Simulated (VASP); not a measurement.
# Cd (Im-3m) in VASP: single point with LDA

Aim: the single point of Cd with LDA.

Everything below comes from runs of VASP 6.6.1. Logs are shortened: lines on timing, memory, paths and dates and some standing lists are left out, and cuts for length are marked.

**1. The cell of the first run**

Symmetry: Im-3m, No. 229, cubic system. Conventional cell: a = 3.569 Å, b = 3.569 Å, c = 3.569 Å, α = 90.00°, β = 90.00°, γ = 90.00°. Within 4.1 Å of Cd (site symmetry m-3m) lie 14 Cd at 3.09 to 3.57 Å.

This isn't the form of Cd at room conditions, which is hcp.

**2. Single point, LDA**

INCAR reads:

```
SYSTEM = Cd
ALGO = Fast
EDIFF = 1E-6
ENCUT = 520
GGA = CA
ISIF = 2
ISMEAR = 0
LASPH = .TRUE.
LCHARG = .TRUE.
LELF = .TRUE.
LREAL = .FALSE.
LVHAR = .TRUE.
LWAVE = .FALSE.
NBANDS = 12
NELM = 100
PREC = Accurate
SIGMA = 0.15
```

KPOINTS reads:

```
k-points
0
G
  18 18 18
  0 0 0
```

POSCAR reads:

```
Cd
1.0
   -1.7843220000      1.7843220000      1.7843220000
    1.7843220000     -1.7843220000      1.7843220000
    1.7843220000      1.7843220000     -1.7843220000
Cd
1
Direct
    0.0000000000      0.0000000000      0.0000000000
```

Potentials or basis: VASP PAW LDA potentials, release 64 (Cd).

On the command line:

```
cat potpaw_LDA.64/Cd/POTCAR > POTCAR
mpirun -np 1 vasp_std > vasp.out
```

OUTCAR:

```text
SYSTEM = Cd
   EDIFF = 1E-6
   ENCUT = 520
   GGA = CA
   ISIF = 2
   ISMEAR = 0
   LASPH = .TRUE.
   LREAL = .FALSE.
   NELM = 100
   PREC = Accurate

 ion  position               nearest neighbor table
   1  0.000  0.000  0.000-

  LATTYP: Found a body centered cubic cell.
 ALAT       =     3.5686440000

  Lattice vectors:

 A1 = (  -1.7843220000,   1.7843220000,   1.7843220000)
 A2 = (   1.7843220000,  -1.7843220000,   1.7843220000)
 A3 = (   1.7843220000,   1.7843220000,  -1.7843220000)

Analysis of symmetry for initial positions (statically):
=====================================================================
 Subroutine PRICEL returns:
 Original cell was already a primitive cell.

 Routine SETGRP: Setting up the symmetry group for a
 body centered cubic supercell.

 Subroutine GETGRP returns: Found 48 space group operations
 (whereof 48 operations were pure point group operations)
 out of a pool of 48 trial point group operations.

The static configuration has the point symmetry O_h .

Analysis of symmetry for dynamics (positions and initial velocities):
=====================================================================
 Subroutine PRICEL returns:
 Original cell was already a primitive cell.

 Routine SETGRP: Setting up the symmetry group for a
 body centered cubic supercell.

 Subroutine GETGRP returns: Found 48 space group operations
 (whereof 48 operations were pure point group operations)
 out of a pool of 48 trial point group operations.

The dynamic configuration has the point symmetry O_h .

 Subroutine INISYM returns: Found 48 space group operations
 (whereof 48 operations are pure point group operations),
 and found     1 'primitive' translations

----------------------------------------------------------------------------------------

                                     Primitive cell

  volume of cell :      22.7237

  direct lattice vectors                    reciprocal lattice vectors
    -1.784322000  1.784322000  1.784322000     0.000000000  0.280218481  0.280218481
     1.784322000 -1.784322000  1.784322000     0.280218481  0.000000000  0.280218481
     1.784322000  1.784322000 -1.784322000     0.280218481  0.280218481  0.000000000

  length of vectors
     3.090536361  3.090536361  3.090536361     0.396288776  0.396288776  0.396288776

  position of ions in fractional coordinates (direct lattice)
     0.000000000  0.000000000  0.000000000

  ion indices of the primitive-cell ions
   primitive index   ion index
                 1           1

----------------------------------------------------------------------------------------

 KPOINTS: k-points

Automatic generation of k-mesh.
 Grid dimensions read from file:
 generate k-points for:   18   18   18

 Generating k-lattice:

  Cartesian coordinates                     Fractional coordinates (reciprocal lattice)
     0.000000000  0.015567693  0.015567693     0.055555556  0.000000000  0.000000000
     0.015567693  0.000000000  0.015567693     0.000000000  0.055555556  0.000000000
     0.015567693  0.015567693  0.000000000     0.000000000  0.000000000  0.055555556

  Length of vectors
     0.022016043  0.022016043  0.022016043

  Shift w.r.t. Gamma in fractional coordinates (k-lattice)
     0.000000000  0.000000000  0.000000000

 Subroutine IBZKPT returns following result:
 ===========================================

 Found    195 irreducible k-points:

 Following reciprocal coordinates:
            Coordinates               Weight
  0.000000  0.000000  0.000000      1.000000
  0.055556  0.000000  0.000000     12.000000
  0.111111  0.000000  0.000000     12.000000
  0.166667  0.000000  0.000000     12.000000
  0.222222  0.000000  0.000000     12.000000
  0.277778  0.000000  0.000000     12.000000
[... 16 lines left out ...]
  0.333333  0.111111  0.000000     48.000000
  0.388889  0.111111  0.000000     48.000000
 [... further k-points ...]
   k-points           NKPTS =    195   k-points in BZ     NKDIM =    195   number of bands    NBANDS=     12
   number of dos      NEDOS =    301   number of ions     NIONS =      1
   total plane-waves  NPLWV =  13824
   dimension x,y,z NGX =    24 NGY =   24 NGZ =   24
   dimension x,y,z NGXF=    48 NGYF=   48 NGZF=   48
   ions per type =               1
   NGX,Y,Z   is equivalent  to a cutoff of  12.91, 12.91, 12.91 a.u.
   NGXF,Y,Z  is equivalent  to a cutoff of  25.82, 25.82, 25.82 a.u.
 SYSTEM =  Cd
   PREC   = accura    normal or accurate (medium, high low for compatibility)
   ISTART =      0    job   : 0-new  1-cont  2-samecut
   ICHARG =      2    charge: 1-file 2-atom 10-const
   ISPIN  =      1    spin polarized calculation?
   LNONCOLLINEAR =      F non collinear calculations
   LSORBIT =      F    spin-orbit coupling
   LASPH  =      T    aspherical Exc in radial PAW
   ENCUT  =  520.0 eV  38.22 Ry    6.18 a.u.   5.75  5.75  5.75*2*pi/ulx,y,z
   NELM   =    100;   NELMIN=  2; NELMDL= -5     # of ELM steps
   EDIFF  = 0.1E-05   stopping-criterion for ELM
   LREAL  =      F    real-space projection
   EDIFFG = 0.1E-04   stopping-criterion for IOM
   NSW    =      0    number of steps for IOM
   IBRION =     -1    ionic relax: 0-MD 1-quasi-New 2-CG
   NFREE  =      0    steps in history (QN), initial steepest desc. (CG)
   ISIF   =      2    stress and relaxation
   ISYM   =      2    0-nonsym 1-usesym 2-fastsym
   POTIM  = 0.5000    time-step for ionic-motion
   TEBEG  =    0.0;   TEEND  =   0.0 temperature during run
   PSTRESS=    0.0 pullay stress
   NELECT =      12.0000    total number of electrons
   NUPDOWN=      -1.0000    fix difference up-down
   EMIN   =  10.00;   EMAX   =-10.00  energy-range for DOS
   EFERMI =   0.00;   METHOD = LEGACY
   ISMEAR =     0;   SIGMA  =   0.15  broadening in eV -4-tet -1-fermi 0-gaus
   EFERMI_NEDOS =   21; number of points for ismear=-14 and -15
   IALGO  =     68    algorithm
   IMIX   =      4    mixing-type and parameters
     AMIX     =   0.40;   BMIX     =  1.00
     AMIX_MAG =   1.60;   BMIX_MAG =  1.00
  volume/ion in A,a.u.               =      22.72       153.35
  Fermi-wavevector in a.u.,A,eV,Ry     =   1.323250  2.500581 23.823686  1.750992
  Thomas-Fermi vector in A             =   2.452872
   LORBIT       =      0    0 simple, 1 ext, 2 COOP (PROOUT), +10 PAW based schemes
   GGA     = CA    functional components
   LHFCALC =     F    Hartree Fock is set to
   AEXX    =    0.0000 exact exchange contribution
   IVDW    =     0    specifies the selected vdW correction
   LEPSILON=     F    determine dielectric tensor
   LRPA    =     F    only Hartree local field effects (RPA)
 non-spin polarized calculation
 RMM-DIIS sequential band-by-band and
 Gauss-broadening in eV      SIGMA  =   0.15
  energy-cutoff  :      520.00
  volume of cell :       22.72
 maximum number of plane-waves:       627
   NGX = 11   NGY = 11   NGZ = 11

 number of electron      12.0000006 magnetization

 Free energy of the ion-electron system (eV)
  ---------------------------------------------------
  ext. energy  EPLUGINS =         0.00000000
  ---------------------------------------------------
  free energy    TOTEN  =        -1.39867995 eV

  energy without entropy =       -1.39370494  energy(sigma->0) =       -1.39619245

 E-fermi :   2.3040     XC(G=0): -11.1146

 val. band max:        2.2997555771   @ k =  -0.4444  -0.4444   0.1667
 cond. band min:       2.3088340563   @ k =   0.2778   0.2778   0.1111
 fundamental gap:      0.0090784792
 Fermi energy:         2.3039688633

 k-point     1 :       0.0000    0.0000    0.0000
  band No.  band energies     occupation
      1      -6.7482      2.00000
      2      -6.7482      2.00000
      3      -6.7482      2.00000
      4      -6.2242      2.00000
      5      -6.1353      2.00000
      6      -6.1353      2.00000
      7      17.7724      0.00000
      8      17.7724      0.00000
      9      17.7724      0.00000
     10      18.0213      0.00000
     11      18.0213      0.00000
     12      18.0213      0.00000

 k-point     2 :       0.0556    0.0000    0.0000
  band No.  band energies     occupation
      1      -6.7577      2.00000
      2      -6.7450      2.00000
      3      -6.7204      2.00000
      4      -6.1574      2.00000
      5      -6.1350      2.00000
      6      -6.1299      2.00000
      7      16.6716      0.00000
      8      17.3842      0.00000
      9      17.5148      0.00000
     10      17.6404      0.00000
     11      17.7569      0.00000
     12      17.9729      0.00000

 k-point     3 :       0.1111    0.0000    0.0000
  band No.  band energies     occupation
      1      -6.7848      2.00000
      2      -6.7469      2.00000
      3      -6.6394      2.00000
      4      -6.1787      2.00000
      5      -6.1338      2.00000
      6      -5.8785      2.00000
      7      14.5552      0.00000
      8      16.3996      0.00000
      9      16.4745      0.00000
     10      17.3288      0.00000
     11      17.4521      0.00000
     12      18.2564      0.00000

 k-point     4 :       0.1667    0.0000    0.0000
  band No.  band energies     occupation
      1      -6.8261      2.00000
      2      -6.7717      2.00000
      3      -6.5125      2.00000
      4      -6.2095      2.00000
      5      -6.1318      2.00000
      6      -5.4375      2.00000
      7      12.3356      0.00000
      8      15.3402      0.00000
      9      15.3881      0.00000
     10      16.9671      0.00000
     11      17.1259      0.00000
     12      18.7458      0.00000

 k-point     5 :       0.2222    0.0000    0.0000
  band No.  band energies     occupation
      1      -6.8763      2.00000
      2      -6.8274      2.00000
      3      -6.3521      2.00000
      4      -6.2261      2.00000
      5      -6.1286      2.00000
      6      -4.8162      2.00000
      7      10.1566      0.00000
      8      14.2597      0.00000
      9      14.4726      0.00000
     10      16.6286      0.00000
     11      16.8475      0.00000
     12      19.4214      0.00000
[... 228 lines left out ...]
      1      -6.9274      2.00000
      2      -6.8349      2.00000
      3      -6.2608      2.00000
      4      -6.2434      2.00000
      5      -6.1125      2.00000
      6      -3.7206      2.00000
      7       8.2358      0.00000
      8      10.9529      0.00000
      9      13.2369      0.00000
     10      17.0317      0.00000
     11      18.9979      0.00000
     12      19.4304      0.00000

 k-point    22 :       0.2778    0.1111    0.0000
  band No.  band energies     occupation
      1      -6.9800      2.00000
      2      -6.9012      2.00000
      3      -6.2301      2.00000
      4      -6.1743      2.00000
      5      -6.0420      2.00000
      6      -2.7553      2.00000
      7       6.2755      0.00000
      8      10.3282      0.00000
      9      12.6280      0.00000
     10      16.8118      0.00000
     11      18.9596      0.00000
     12      20.0209      0.00000

 k-point    23 :       0.3333    0.1111    0.0000
  band No.  band energies     occupation
      1      -7.0306      2.00000
      2      -6.9551      2.00000
      3      -6.2081      2.00000
      4      -6.1546      2.00000
      5      -5.9293      2.00000
      6      -1.6323      2.00000
      7       4.4354      0.00000
      8       9.8593      0.00000
      9      12.1782      0.00000
     10      16.6580      0.00000
     11      18.8101      0.00000
     12      20.8359      0.00000

 k-point    24 :       0.3889    0.1111    0.0000
  band No.  band energies     occupation
      1      -7.0694      2.00000
      2      -6.9869      2.00000
      3      -6.1865      2.00000
      4      -6.1546      2.00000
      5      -5.8440      2.00000
      6      -0.3671      2.00000
      7       2.7380      0.00004
      8       9.5669      0.00000
      9      11.9028      0.00000
     10      16.5683      0.00000
     11      18.7108      0.00000
     12      21.6609      0.00000

 [... further k-points ...]

------------------------ aborting loop because EDIFF is reached ----------------------------------------

  FORCE on cell =-STRESS in cart. coord.  units (eV):
  Direction    XX          YY          ZZ          XY          YZ          ZX
  --------------------------------------------------------------------------------------
  -------------------------------------------------------------------------------------
  Total       -0.6698413     -0.6698413     -0.6698413      0.0000000      0.0000000      0.0000000
  in kB      -47.2283553    -47.2283553    -47.2283553      0.0000000      0.0000000      0.0000000
  external PRESSURE =     -47.2283553 kB  Pullay stress =       0.0000000 kB

 VOLUME and BASIS-vectors are now :
 -----------------------------------------------------------------------------
  energy-cutoff  :      520.00
  volume of cell :       22.72
      direct lattice vectors                 reciprocal lattice vectors
    -1.784322000  1.784322000  1.784322000     0.000000000  0.280218481  0.280218481
     1.784322000 -1.784322000  1.784322000     0.280218481  0.000000000  0.280218481
     1.784322000  1.784322000 -1.784322000     0.280218481  0.280218481  0.000000000

 POSITION                                       TOTAL-FORCE (eV/Angst)
 -----------------------------------------------------------------------------------
      0.00000      0.00000      0.00000         0.000000     -0.000000      0.000000
 -----------------------------------------------------------------------------------
    total drift:                                0.000000      0.000000     -0.000000

  FREE ENERGIE OF THE ION-ELECTRON SYSTEM (eV)
  ---------------------------------------------------
  free  energy   TOTEN  =        -1.3986799486 eV

  energy  without entropy=       -1.3937049427  energy(sigma->0) =       -1.39619245
```

Wall time 26 s (1 thread of AMD EPYC 7R13 (Zen 3), shared host); peak memory 0.13 GiB.

Results:

```yaml
Free_energy: -1.3987 eV
Pressure: -4.7 GPa
Band_gap_on_the_k_mesh: zero (bands 6 and 7 overlap by 4.37 eV)
```

Caveat: the cell stands under tension.
